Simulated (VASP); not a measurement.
# Ti (Im-3m) in VASP: a series of runs, part 3 of 3

VASP 6.6.1. The steps go on from the part before.

### 5 Single point, PBEsol

This run uses another cell than the first one: it holds 4 atoms, not 1.

INCAR

```
  ALGO = Fast
  EDIFF = 1E-6
  ENCUT = 520
  GGA = PS
  ISIF = 2
  ISMEAR = 0
  LASPH = T
  LCHARG = T
  LELF = T
  LREAL = F
  LVHAR = T
  LWAVE = F
  NBANDS = 32
  NELM = 80
  PREC = Accurate
  SIGMA = 0.15
```

KPOINTS

```
k-points
0
Gamma
  17 17 5
```

POSCAR

```
Ti
1.0
   -1.6410000000      1.6410000000     -1.6410000000
   -1.6410000000     -1.6410000000      1.6410000000
    0.0000000000      6.5640000000      6.5640000000
Ti
4
Direct
    0.0000000000      0.0000000000      0.0000000000
    0.5000000000      0.5000000000      0.2500000000
    0.0000000000      0.0000000000      0.5000000000
    0.5000000000      0.5000000000      0.7500000000
```

Potentials or basis: VASP PAW PBE potentials, release 64 (Ti_sv).

Launch:

```bash
$ cat potpaw_PBE.64/Ti_sv/POTCAR > POTCAR
$ mpirun -np 1 vasp_std > vasp.out
```

OUTCAR:

```text
EDIFF = 1E-6
   ENCUT = 520
   GGA = PS
   ISIF = 2
   ISMEAR = 0
   LASPH = T
   LREAL = F
   NELM = 80
   PREC = Accurate

 ion  position               nearest neighbor table
   1  0.000  0.000  0.000-   2 2.84   4 2.84   2 2.84   4 2.84
   2  0.500  0.500  0.250-   1 2.84   3 2.84   1 2.84   3 2.84
   3  0.000  0.000  0.500-   2 2.84   4 2.84   2 2.84   4 2.84
   4  0.500  0.500  0.750-   1 2.84   3 2.84   1 2.84   3 2.84

  LATTYP: Found a base centered orthorhombic cell.
 ALAT       =     3.2820000000
 B/A-ratio  =     1.4142135624
 C/A-ratio  =     2.8284271247

  Lattice vectors:

 A1 = (  -1.6410000000,   1.6410000000,  -1.6410000000)
 A2 = (  -1.6410000000,  -1.6410000000,   1.6410000000)
 A3 = (   0.0000000000,   6.5640000000,   6.5640000000)

Analysis of symmetry for initial positions (statically):
=====================================================================
 Subroutine PRICEL returns following result:

  LATTYP: Found a body centered cubic cell.
 ALAT       =     3.2820000000

  Lattice vectors:

 A1 = (   1.6410000000,   1.6410000000,  -1.6410000000)
 A2 = (  -1.6410000000,  -1.6410000000,  -1.6410000000)
 A3 = (  -1.6410000000,   1.6410000000,   1.6410000000)

   4 primitive cells build up your supercell.

 Routine SETGRP: Setting up the symmetry group for a
 base centered orthorhombic supercell.

 Subroutine GETGRP returns: Found  8 space group operations
 (whereof  8 operations were pure point group operations)
 out of a pool of  8 trial point group operations.

The static configuration has the point symmetry D_2h.

Analysis of symmetry for dynamics (positions and initial velocities):
=====================================================================
 Subroutine PRICEL returns following result:

  LATTYP: Found a body centered cubic cell.
 ALAT       =     3.2820000000

  Lattice vectors:

 A1 = (   1.6410000000,   1.6410000000,  -1.6410000000)
 A2 = (  -1.6410000000,  -1.6410000000,  -1.6410000000)
 A3 = (  -1.6410000000,   1.6410000000,   1.6410000000)

   4 primitive cells build up your supercell.

 Routine SETGRP: Setting up the symmetry group for a
 base centered orthorhombic supercell.

 Subroutine GETGRP returns: Found  8 space group operations
 (whereof  8 operations were pure point group operations)
 out of a pool of  8 trial point group operations.

The dynamic configuration has the point symmetry D_2h.

 Subroutine INISYM returns: Found  8 space group operations
 (whereof  8 operations are pure point group operations),
 and found     4 'primitive' translations

----------------------------------------------------------------------------------------

                                     Primitive cell

  volume of cell :      17.6761

  direct lattice vectors                    reciprocal lattice vectors
[... 20 lines left out ...]
 generate k-points for:   17   17    5

 Generating k-lattice:

  Cartesian coordinates                     Fractional coordinates (reciprocal lattice)
    -0.017923074  0.008961537 -0.008961537     0.058823529  0.000000000  0.000000000
    -0.017923074 -0.008961537  0.008961537     0.000000000  0.058823529  0.000000000
     0.000000000  0.015234613  0.015234613     0.000000000  0.000000000  0.200000000

  Length of vectors
     0.021951193  0.021951193  0.021544996

  Shift w.r.t. Gamma in fractional coordinates (k-lattice)
     0.000000000  0.000000000  0.000000000

 Subroutine IBZKPT returns following result:
 ===========================================

 Found    243 irreducible k-points:

 Following reciprocal coordinates:
            Coordinates               Weight
  0.000000  0.000000  0.000000      1.000000
  0.058824  0.000000  0.000000      4.000000
  0.117647  0.000000  0.000000      4.000000
  0.176471  0.000000  0.000000      4.000000
  0.235294  0.000000  0.000000      4.000000
  0.294118  0.000000  0.000000      4.000000
[... 16 lines left out ...]
 -0.176471  0.058824  0.000000      4.000000
 -0.117647  0.058824  0.000000      4.000000
 [... further k-points ...]
   k-points           NKPTS =    243   k-points in BZ     NKDIM =    243   number of bands    NBANDS=     32
   number of dos      NEDOS =    301   number of ions     NIONS =      4
   total plane-waves  NPLWV =  40320
   dimension x,y,z NGX =    24 NGY =   24 NGZ =   70
   dimension x,y,z NGXF=    48 NGYF=   48 NGZF=  140
   ions per type =               4
   NGX,Y,Z   is equivalent  to a cutoff of  14.04, 14.04, 12.54 a.u.
   NGXF,Y,Z  is equivalent  to a cutoff of  28.08, 28.08, 25.07 a.u.
 SYSTEM =  unknown system
   PREC   = accura    normal or accurate (medium, high low for compatibility)
   ISTART =      0    job   : 0-new  1-cont  2-samecut
   ICHARG =      2    charge: 1-file 2-atom 10-const
   ISPIN  =      1    spin polarized calculation?
   LNONCOLLINEAR =      F non collinear calculations
   LSORBIT =      F    spin-orbit coupling
   LASPH  =      T    aspherical Exc in radial PAW
   ENCUT  =  520.0 eV  38.22 Ry    6.18 a.u.   5.28  5.28 17.26*2*pi/ulx,y,z
   NELM   =     80;   NELMIN=  2; NELMDL= -5     # of ELM steps
   EDIFF  = 0.1E-05   stopping-criterion for ELM
   LREAL  =      F    real-space projection
   EDIFFG = 0.1E-04   stopping-criterion for IOM
   NSW    =      0    number of steps for IOM
   IBRION =     -1    ionic relax: 0-MD 1-quasi-New 2-CG
   NFREE  =      0    steps in history (QN), initial steepest desc. (CG)
   ISIF   =      2    stress and relaxation
   ISYM   =      2    0-nonsym 1-usesym 2-fastsym
   POTIM  = 0.5000    time-step for ionic-motion
   TEBEG  =    0.0;   TEEND  =   0.0 temperature during run
   PSTRESS=    0.0 pullay stress
   NELECT =      48.0000    total number of electrons
   NUPDOWN=      -1.0000    fix difference up-down
   EMIN   =  10.00;   EMAX   =-10.00  energy-range for DOS
   EFERMI =   0.00;   METHOD = LEGACY
   ISMEAR =     0;   SIGMA  =   0.15  broadening in eV -4-tet -1-fermi 0-gaus
   EFERMI_NEDOS =   21; number of points for ismear=-14 and -15
   IALGO  =     68    algorithm
   IMIX   =      4    mixing-type and parameters
     AMIX     =   0.40;   BMIX     =  1.00
     AMIX_MAG =   1.60;   BMIX_MAG =  1.00
  volume/ion in A,a.u.               =      17.68       119.28
  Fermi-wavevector in a.u.,A,eV,Ry     =   1.438821  2.718977 28.166848  2.070205
  Thomas-Fermi vector in A             =   2.557745
   LORBIT       =      0    0 simple, 1 ext, 2 COOP (PROOUT), +10 PAW based schemes
   GGA     = PS    functional components
   LHFCALC =     F    Hartree Fock is set to
   AEXX    =    0.0000 exact exchange contribution
   IVDW    =     0    specifies the selected vdW correction
   LEPSILON=     F    determine dielectric tensor
   LRPA    =     F    only Hartree local field effects (RPA)
 non-spin polarized calculation
 RMM-DIIS sequential band-by-band and
 Gauss-broadening in eV      SIGMA  =   0.15
  energy-cutoff  :      520.00
  volume of cell :       70.70
 maximum number of plane-waves:      1925
 NGX is ok and might be reduce to    24

 number of electron      47.9999987 magnetization

 Free energy of the ion-electron system (eV)
  ---------------------------------------------------
  ext. energy  EPLUGINS =         0.00000000
  ---------------------------------------------------
  free energy    TOTEN  =       -32.88865048 eV

  energy without entropy =      -32.78328593  energy(sigma->0) =      -32.83596821

 E-fermi :   7.7760     XC(G=0): -11.5483

 val. band max:        7.7754288984   @ k =   0.3529   0.0588   0.2000
 cond. band min:       7.7789098718   @ k =   0.4706   0.2353   0.2000
 fundamental gap:      0.0034809734
 Fermi energy:         7.7760467097

 k-point     1 :       0.0000    0.0000    0.0000
  band No.  band energies     occupation
      1     -48.5554      2.00000
      2     -48.4934      2.00000
      3     -48.4934      2.00000
      4     -48.4306      2.00000
      5     -25.1702      2.00000
      6     -24.8547      2.00000
[... 829 lines left out ...]
     31       9.7657      0.00000
     32      10.1865      0.00000

 [... further k-points ...]
[... 5 lines left out ...]
  --------------------------------------------------------------------------------------
  -------------------------------------------------------------------------------------
  Total       -3.0319889     -3.0228198     -3.0228198      0.0000000     -0.0145098      0.0000000
  in kB      -68.7056523    -68.4978764    -68.4978764      0.0000000     -0.3287950      0.0000000
  external PRESSURE =     -68.5671351 kB  Pullay stress =       0.0000000 kB

 VOLUME and BASIS-vectors are now :
 -----------------------------------------------------------------------------
  energy-cutoff  :      520.00
  volume of cell :       70.70
      direct lattice vectors                 reciprocal lattice vectors
    -1.641000000  1.641000000 -1.641000000    -0.304692261  0.152346130 -0.152346130
    -1.641000000 -1.641000000  1.641000000    -0.304692261 -0.152346130  0.152346130
     0.000000000  6.564000000  6.564000000     0.000000000  0.076173065  0.076173065

 POSITION                                       TOTAL-FORCE (eV/Angst)
 -----------------------------------------------------------------------------------
      0.00000      0.00000      0.00000         0.000000     -0.000000     -0.000000
     -1.64100      1.64100      1.64100         0.000000      0.000000      0.000000
      0.00000      3.28200      3.28200        -0.000000      0.000000      0.000000
     -1.64100      4.92300      4.92300        -0.000000      0.000000      0.000000
 -----------------------------------------------------------------------------------
    total drift:                               -0.000000      0.000000     -0.000000

  FREE ENERGIE OF THE ION-ELECTRON SYSTEM (eV)
  ---------------------------------------------------
  free  energy   TOTEN  =       -32.8886504799 eV

  energy  without entropy=      -32.7832859321  energy(sigma->0) =      -32.83596821
```

OSZICAR:

```text
N       E                     dE             d eps       ncg     rms          rms(c)
DAV:   1     0.613912537919E+03    0.61391E+03   -0.24219E+04 15552   0.186E+03
DAV:   2     0.369342207090E+02   -0.57698E+03   -0.56346E+03 15768   0.555E+02
DAV:   3    -0.310448377927E+02   -0.67979E+02   -0.65024E+02 25464   0.164E+02
[... 33 lines left out ...]
RMM:  37    -0.328886466125E+02   -0.15960E-05   -0.21293E-05 16989   0.180E-02    0.419E-03
RMM:  38    -0.328886478609E+02   -0.12484E-05   -0.15076E-05 14438   0.139E-02    0.233E-03
RMM:  39    -0.328886489223E+02   -0.10614E-05   -0.13099E-05 14223   0.111E-02    0.165E-03
RMM:  40    -0.328886497652E+02   -0.84289E-06   -0.10460E-05 14845   0.105E-02    0.448E-04
RMM:  41    -0.328886504799E+02   -0.71475E-06   -0.90645E-06 11820   0.866E-03
   1 F= -.32888650E+02 E0= -.32835968E+02  d E =-.105365E+00
```

stdout:

```text
POSCAR found type information on POSCAR Ti
 POSCAR found :  1 types and       4 ions
 scaLAPACK will be used
 -----------------------------------------------------------------------------
|                                                                             |
|                                                                             |
|     You enforced a specific xc type in the INCAR file but a different       |
[... 54 lines left out ...]
WARNING in EDDRMM: call to ZHEGV failed, returncode =   6  3      8
WARNING in EDDRMM: call to ZHEGV failed, returncode =   6  3     11
WARNING in EDDRMM: call to ZHEGV failed, returncode =   8  4      9
WARNING in EDDRMM: call to ZHEGV failed, returncode =   6  3     13
WARNING in EDDRMM: call to ZHEGV failed, returncode =   8  4      8
WARNING in EDDRMM: call to ZHEGV failed, returncode =   8  4     30
WARNING in EDDRMM: call to ZHEGV failed, returncode =   6  3     15
```

It took 16 min on 1 thread of Intel Xeon 6975P-C (Granite Rapids), shared host; peak memory 0.48 GiB.

Results:

- Free energy: -32.8887 eV
- Pressure: -6.9 GPa
- Band gap on the k mesh: zero (band 24 reaches 8.40 eV, above the bottom of band 25 at 7.17 eV)

Levels at points of the mesh, in eV from the Fermi level:
```csv
k point,band 22,band 23,band 24,band 25,band 26,band 27
"(0.00, 0.00, 0.00)",0.24,0.24,0.45,0.45,0.97,0.97
```

Caveat: the PAW data sets were made with another functional, which shifts forces and pressure a little.

### 6 Summary

| cell | k mesh | gap on the mesh (eV) | pressure (GPa) |
| --- | --- | --- | --- |
| a = 2.842 Å, angles 109.5°, 1 atom | 20 × 20 × 20 | none | -6.8 |
| a = 2.842 Å, angles 109.5°, 1 atom | 22 × 22 × 22 | none | -6.8 |
| a = 2.842, b = 2.842, c = 4.641 Å, angles 90.0, 90.0, 109.5°, 2 atoms | 18 × 18 × 10 | none | -6.9 |
| a = 2.842, b = 2.842, c = 9.283 Å, angles 90.0, 90.0, 109.5°, 4 atoms | 17 × 17 × 5 | none | -6.9 |

Alike in all rows: task single point; level PBEsol; potentials or basis VASP PAW PBE potentials, release 64 (Ti_sv); no spin polarisation; cutoff (eV) 520; smearing gaussian 0.15 eV.

Caveats: the PAW data sets were made with another functional, which shifts forces and pressure a little.

Absolute energies hang on the potentials; compare differences alone.
